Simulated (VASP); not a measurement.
# TiAl15N16 (a cell with a defect) in VASP: single point with PBE

Aim: the single point of TiAl15N16 (a cell with a defect) with PBE.

Everything below comes from runs of VASP 6.6.1. Logs are shortened: lines on timing, memory, paths and dates and some standing lists are left out, and cuts for length are marked.

## 1. The cell of the first run

The cell holds a defect, 32 atoms: a = 6.226 Å, b = 6.226 Å, c = 9.962 Å, α = 90.00°, β = 90.00°, γ = 120.00°.

## 2. Single point, PBE

Input file INCAR:

```
PREC = Accurate
ENCUT = 520
EDIFF = 1E-7
ISMEAR = -1
SIGMA = 0.01
LREAL = Auto
LASPH = True
NELM = 80
ALGO = Normal
ISIF = 2
LWAVE = False
LCHARG = False
GGA = PE
NELECT = 136.0
NBANDS = 90
```

Input file KPOINTS:

```
regular mesh
0
Gamma
  4 4 2
```

Input file POSCAR:

```
TiAl15N16
1.0
    6.2260000000      0.0000000000      0.0000000000
   -3.1130000000      5.3918741640      0.0000000000
    0.0000000000      0.0000000000      9.9620000000
Ti Al N
1 15 16
Direct
    0.1666666667      0.3333333333     -0.0039970512
    0.1666666667      0.3333333333      0.5002601639
    0.1631154755      0.8315577378      0.0015886057
    0.1656957094      0.8328478547      0.4994437733
    0.6684422622      0.3368845245      0.0015886057
    0.6671521453      0.3343042906      0.4994437733
    0.6684422622      0.8315577378      0.0015886057
    0.6671521453      0.8328478547      0.4994437733
    0.3353107381      0.1646892619      0.2519648699
    0.3344831148      0.1655168852      0.7450220320
    0.3353107381      0.6706214762      0.2519648699
    0.3344831148      0.6689662295      0.7450220320
    0.8293785238      0.1646892619      0.2519648699
    0.8310337705      0.1655168852      0.7450220320
    0.8333333333      0.6666666667      0.2513922031
    0.8333333333      0.6666666667      0.7484922979
    0.1666666667      0.3333333333      0.1893181849
    0.1666666667      0.3333333333      0.6930725094
    0.1666546662      0.8333273331      0.1906773555
    0.1660817835      0.8330408917      0.6906451894
    0.6666726669      0.3333453338      0.1906773555
    0.6669591083      0.3339182165      0.6906451894
    0.6666726669      0.8333273331      0.1906773555
    0.6669591083      0.8330408917      0.6906451894
    0.3330575827      0.1669424173      0.4413815728
    0.3361463041      0.1638536959      0.9392898101
    0.3330575827      0.6661151654      0.4413815728
    0.3361463041      0.6722926082      0.9392898101
    0.8338848346      0.1669424173      0.4413815728
    0.8277073918      0.1638536959      0.9392898101
    0.8333333333      0.6666666667      0.4409253076
    0.8333333333      0.6666666667      0.9404967584
```

Potentials or basis: VASP PAW PBE potentials, release 64 (Ti_sv, Al, N).

Run with:

```
$ cat potpaw_PBE.64/Ti_sv/POTCAR potpaw_PBE.64/Al/POTCAR potpaw_PBE.64/N/POTCAR > POTCAR
$ mpirun -np 1 vasp_std > vasp.out
```

OUTCAR:

```text
PREC = Accurate
   ENCUT = 520
   EDIFF = 1E-7
   ISMEAR = -1
   LREAL = Auto
   LASPH = True
   NELM = 80
   ISIF = 2
   GGA = PE
   NELECT = 136.0

 ion  position               nearest neighbor table
   1  0.167  0.333  0.996-  26 1.91  30 1.91  28 1.91  17 1.93  10 3.09  14 3.09  12 3.09   5 3.11
                             3 3.11   7 3.11   7 3.11   5 3.11   3 3.11   9 3.13  13 3.13  11 3.13
   2  0.167  0.333  0.500-  25 1.89  29 1.89  27 1.89  18 1.92  10 3.04  14 3.04  12 3.04   9 3.07
                            13 3.07  11 3.07   6 3.11   4 3.11   8 3.11   8 3.11   6 3.11   4 3.11
   3  0.163  0.832  0.002-  32 1.88  19 1.88  26 1.90  28 1.90  15 3.06   9 3.07  11 3.07   7 3.08
                             5 3.08  16 3.09   1 3.11   1 3.11  10 3.13  12 3.13   7 3.15   5 3.15
   4  0.166  0.833  0.499-  31 1.88  27 1.89  25 1.89  20 1.90  10 3.03  12 3.03  11 3.05   9 3.05
                            15 3.05  16 3.06   8 3.10   6 3.10   2 3.11   2 3.11   8 3.12   6 3.12
   5  0.668  0.337  0.002-  32 1.88  21 1.88  26 1.90  30 1.90  15 3.06   9 3.07  13 3.07   7 3.08
                             3 3.08  16 3.09   1 3.11   1 3.11  10 3.13  14 3.13   7 3.15   3 3.15
   6  0.667  0.334  0.499-  31 1.88  29 1.89  25 1.89  22 1.90  10 3.03  14 3.03  13 3.05   9 3.05
                            15 3.05  16 3.06   4 3.10   8 3.10   2 3.11   2 3.11   8 3.12   4 3.12
   7  0.668  0.832  0.002-  32 1.88  23 1.88  28 1.90  30 1.90  15 3.06  11 3.07  13 3.07   3 3.08
                             5 3.08  16 3.09   1 3.11   1 3.11  12 3.13  14 3.13   3 3.15   5 3.15
   8  0.667  0.833  0.499-  31 1.88  27 1.89  29 1.89  24 1.90  12 3.03  14 3.03  11 3.05  13 3.05
                            15 3.05  16 3.06   4 3.10   6 3.10   2 3.11   2 3.11   4 3.12   6 3.12
   9  0.335  0.165  0.252-  25 1.89  21 1.89  19 1.89  17 1.92   6 3.05   4 3.05   2 3.07   5 3.07
[... 17 lines left out ...]
  19  0.167  0.833  0.191-   3 1.88  11 1.89   9 1.89  15 1.90
  20  0.166  0.833  0.691-  12 1.87  10 1.87  16 1.88   4 1.90
  21  0.667  0.333  0.191-   5 1.88  13 1.89   9 1.89  15 1.90
  22  0.667  0.334  0.691-  10 1.87  14 1.87  16 1.88   6 1.90
[... 8 lines left out ...]
  31  0.833  0.667  0.441-   8 1.88   4 1.88   6 1.88  15 1.89
  32  0.833  0.667  0.940-   7 1.88   3 1.88   5 1.88  16 1.91

  LATTYP: Found a hexagonal cell.
 ALAT       =     6.2260000000
 C/A-ratio  =     1.6000642467

  Lattice vectors:

 A1 = (   6.2260000000,   0.0000000000,   0.0000000000)
 A2 = (  -3.1130000000,   5.3918741640,   0.0000000000)
 A3 = (   0.0000000000,   0.0000000000,   9.9620000000)

Analysis of symmetry for initial positions (statically):
=====================================================================
 Subroutine PRICEL returns:
 Original cell was already a primitive cell.

 Routine SETGRP: Setting up the symmetry group for a
 hexagonal supercell.

 Subroutine GETGRP returns: Found  6 space group operations
 (whereof  2 operations were pure point group operations)
 out of a pool of 24 trial point group operations.

The static configuration has the point symmetry C_1h.
 The point group associated with its full space group is C_3v.

Analysis of symmetry for dynamics (positions and initial velocities):
=====================================================================
 Subroutine PRICEL returns:
 Original cell was already a primitive cell.

 Routine SETGRP: Setting up the symmetry group for a
 hexagonal supercell.

 Subroutine GETGRP returns: Found  6 space group operations
 (whereof  2 operations were pure point group operations)
 out of a pool of 24 trial point group operations.

The dynamic configuration has the point symmetry C_1h.
 The point group associated with its full space group is C_3v.

 Subroutine INISYM returns: Found  6 space group operations
 (whereof  2 operations are pure point group operations),
 and found     1 'primitive' translations

----------------------------------------------------------------------------------------

                                     Primitive cell

  volume of cell :     334.4224

  direct lattice vectors                    reciprocal lattice vectors
     6.226000000  0.000000000  0.000000000     0.160616768  0.092732134  0.000000000
    -3.113000000  5.391874164  0.000000000     0.000000000  0.185464269  0.000000000
     0.000000000  0.000000000  9.962000000     0.000000000  0.000000000  0.100381450

[... 73 lines left out ...]

 KPOINTS: regular mesh

Automatic generation of k-mesh.
 Grid dimensions read from file:
 generate k-points for:    4    4    2

 Generating k-lattice:

  Cartesian coordinates                     Fractional coordinates (reciprocal lattice)
     0.040154192  0.023183034  0.000000000     0.250000000  0.000000000  0.000000000
     0.000000000  0.046366067  0.000000000     0.000000000  0.250000000  0.000000000
     0.000000000  0.000000000  0.050190725     0.000000000  0.000000000  0.500000000

  Length of vectors
     0.046366067  0.046366067  0.050190725

  Shift w.r.t. Gamma in fractional coordinates (k-lattice)
     0.000000000  0.000000000  0.000000000

 Subroutine IBZKPT returns following result:
 ===========================================

 Found      8 irreducible k-points:

 Following reciprocal coordinates:
            Coordinates               Weight
  0.000000  0.000000  0.000000      1.000000
  0.250000  0.000000  0.000000      6.000000
  0.500000  0.000000  0.000000      3.000000
  0.250000  0.250000  0.000000      6.000000
  0.000000  0.000000  0.500000      1.000000
  0.250000  0.000000  0.500000      6.000000
  0.500000  0.000000  0.500000      3.000000
  0.250000  0.250000  0.500000      6.000000
   k-points           NKPTS =      8   k-points in BZ     NKDIM =      8   number of bands    NBANDS=     90
   number of dos      NEDOS =    301   number of ions     NIONS =     32
   total plane-waves  NPLWV = 184320
   dimension x,y,z NGX =    48 NGY =   48 NGZ =   80
   dimension x,y,z NGXF=    96 NGYF=   96 NGZF=  160
   ions per type =               1  15  16
   NGX,Y,Z   is equivalent  to a cutoff of  12.82, 12.82, 13.35 a.u.
   NGXF,Y,Z  is equivalent  to a cutoff of  25.63, 25.63, 26.70 a.u.
 SYSTEM =  unknown system
   PREC   = accura    normal or accurate (medium, high low for compatibility)
   ISTART =      0    job   : 0-new  1-cont  2-samecut
   ICHARG =      2    charge: 1-file 2-atom 10-const
   ISPIN  =      1    spin polarized calculation?
   LNONCOLLINEAR =      F non collinear calculations
   LSORBIT =      F    spin-orbit coupling
   LASPH  =      T    aspherical Exc in radial PAW
   ENCUT  =  520.0 eV  38.22 Ry    6.18 a.u.  11.58 11.58 18.52*2*pi/ulx,y,z
   NELM   =     80;   NELMIN=  2; NELMDL= -5     # of ELM steps
   EDIFF  = 0.1E-06   stopping-criterion for ELM
   LREAL  =      T    real-space projection
   EDIFFG = 0.1E-05   stopping-criterion for IOM
   NSW    =      0    number of steps for IOM
   IBRION =     -1    ionic relax: 0-MD 1-quasi-New 2-CG
   NFREE  =      0    steps in history (QN), initial steepest desc. (CG)
   ISIF   =      2    stress and relaxation
   ISYM   =      2    0-nonsym 1-usesym 2-fastsym
   POTIM  = 0.5000    time-step for ionic-motion
   TEBEG  =    0.0;   TEEND  =   0.0 temperature during run
   PSTRESS=    0.0 pullay stress
   NELECT =     136.0000    total number of electrons
   NUPDOWN=      -1.0000    fix difference up-down
   EMIN   =  10.00;   EMAX   =-10.00  energy-range for DOS
   EFERMI =   0.00;   METHOD = LEGACY
   ISMEAR =    -1;   SIGMA  =   0.01  broadening in eV -4-tet -1-fermi 0-gaus
   EFERMI_NEDOS =   21; number of points for ismear=-14 and -15
   IALGO  =     38    algorithm
   IMIX   =      4    mixing-type and parameters
     AMIX     =   0.40;   BMIX     =  1.00
     AMIX_MAG =   1.60;   BMIX_MAG =  1.00
  volume/ion in A,a.u.               =      10.45        70.52
  Fermi-wavevector in a.u.,A,eV,Ry     =   1.212893  2.292036 20.015675  1.471111
  Thomas-Fermi vector in A             =   2.348363
   LORBIT       =      0    0 simple, 1 ext, 2 COOP (PROOUT), +10 PAW based schemes
   GGA     = PE    functional components
   LHFCALC =     F    Hartree Fock is set to
   AEXX    =    0.0000 exact exchange contribution
   IVDW    =     0    specifies the selected vdW correction
   LEPSILON=     F    determine dielectric tensor
   LRPA    =     F    only Hartree local field effects (RPA)
 non-spin polarized calculation
  energy-cutoff  :      520.00
  volume of cell :      334.42
 maximum number of plane-waves:      9043
 NGX is ok and might be reduce to    48
   NGX = 23   NGY = 23   NGZ = 37

 number of electron     135.9999983 magnetization

 Free energy of the ion-electron system (eV)
  ---------------------------------------------------
  ext. energy  EPLUGINS =         0.00000000
  ---------------------------------------------------
  free energy    TOTEN  =      -250.13996873 eV

  energy without entropy =     -250.13996873  energy(sigma->0) =     -250.13996873

 E-fermi :   6.4511     XC(G=0): -10.9445

 val. band max:        6.0850801379   @ k =   0.0000   0.0000   0.0000
 cond. band min:       9.3673818794   @ k =   0.2500   0.2500   0.0000
 fundamental gap:      3.2823017416
 Fermi energy:         6.4510678222

 k-point     1 :       0.0000    0.0000    0.0000
  band No.  band energies     occupation
      1     -49.7646      2.00000
      2     -26.0931      2.00000
      3     -26.0931      2.00000
      4     -26.0861      2.00000
      5      -8.8851      2.00000
      6      -8.0256      2.00000
[... 653 lines left out ...]
     79      12.8117      0.00000
     80      12.9137      0.00000
 [bands above 80 left out]

------------------------ aborting loop because EDIFF is reached ----------------------------------------

  FORCE on cell =-STRESS in cart. coord.  units (eV):
  Direction    XX          YY          ZZ          XY          YZ          ZX
  --------------------------------------------------------------------------------------
  -------------------------------------------------------------------------------------
  Total        1.4929425      1.4929425     -1.4102175     -0.0000000      0.0000000     -0.0000000
  in kB        7.1525066      7.1525066     -6.7561813     -0.0000000      0.0000000     -0.0000000
  external PRESSURE =       2.5162773 kB  Pullay stress =       0.0000000 kB

 VOLUME and BASIS-vectors are now :
 -----------------------------------------------------------------------------
  energy-cutoff  :      520.00
  volume of cell :      334.42
      direct lattice vectors                 reciprocal lattice vectors
     6.226000000  0.000000000  0.000000000     0.160616768  0.092732134  0.000000000
    -3.113000000  5.391874164  0.000000000     0.000000000  0.185464269  0.000000000
     0.000000000  0.000000000  9.962000000     0.000000000  0.000000000  0.100381450

 POSITION                                       TOTAL-FORCE (eV/Angst)
 -----------------------------------------------------------------------------------
      0.00000      1.79729      9.92218         0.000000      0.000000      0.016516
      0.00000      1.79729      4.98359         0.000000      0.000000      0.008839
     -1.57308      4.48365      0.01583         0.002571      0.001484     -0.014286
     -1.56103      4.49061      4.97546        -0.000214     -0.000124      0.000659
      3.11300      1.81644      0.01583         0.000000     -0.002969     -0.014286
      3.11300      1.80253      4.97546         0.000000      0.000247      0.000659
[... 24 lines left out ...]
      3.11300      3.59458      4.39250         0.000000      0.000000      0.000700
      3.11300      3.59458      9.36923         0.000000      0.000000     -0.004654
 -----------------------------------------------------------------------------------
    total drift:                                0.000002     -0.000000      0.039892

  FREE ENERGIE OF THE ION-ELECTRON SYSTEM (eV)
  ---------------------------------------------------
  free  energy   TOTEN  =      -250.1399687274 eV

  energy  without entropy=     -250.1399687274  energy(sigma->0) =     -250.13996873
```

Wall time 9.5 min (1 thread of AMD EPYC 7R13 (Zen 3), shared host); peak memory 0.49 GiB.

Results:

| Quantity | Value |
| --- | --- |
| Free energy | -250.1400 eV |
| Largest force | 0.041 eV/Å |

Forces in eV/Å, atoms in the order of the input:
```
Ti   0.000  0.000  0.017
Al   0.000  0.000  0.009
Al   0.003  0.001 -0.014
Al   0.000  0.000  0.001
Al   0.000 -0.003 -0.014
Al   0.000  0.000  0.001
Al  -0.003  0.001 -0.014
Al   0.000  0.000  0.001
Al   0.012 -0.007  0.003
Al  -0.010  0.006  0.004
Al   0.000  0.014  0.003
Al   0.000 -0.012  0.004
Al  -0.012 -0.007  0.003
Al   0.010  0.006  0.004
Al   0.000  0.000 -0.004
Al   0.000  0.000  0.014
N    0.000  0.000  0.018
N    0.000  0.000 -0.007
N   -0.004 -0.002  0.013
N   -0.001  0.000 -0.002
N    0.000  0.004  0.013
N    0.000  0.001 -0.002
N    0.004 -0.002  0.013
N    0.001  0.000 -0.002
N   -0.001  0.001 -0.002
N    0.033 -0.019 -0.016
N    0.000 -0.001 -0.002
N    0.000  0.038 -0.016
N    0.001  0.001 -0.002
N   -0.033 -0.019 -0.016
N    0.000  0.000  0.001
N    0.000  0.000 -0.005
```

Levels at points of the mesh, in eV from the Fermi level:
```tsv
k point	band 66	band 67	band 68	band 69	band 70	band 71
(0.00, 0.00, 0.00)	-0.42	-0.42	-0.37	3.02	3.02	3.83
(0.50, 0.00, 0.00)	-0.74	-0.66	-0.62	2.94	3.22	3.49
(0.00, 0.00, 0.50)	-0.70	-0.44	-0.44	3.03	3.03	3.64
(0.50, 0.00, 0.50)	-0.76	-0.73	-0.72	2.94	3.24	3.48
```

Caveat: the cell carries a net charge on a neutralising background, which shifts energy and pressure; the cell is charged against a uniform background, so pressure and absolute levels hang on convention.
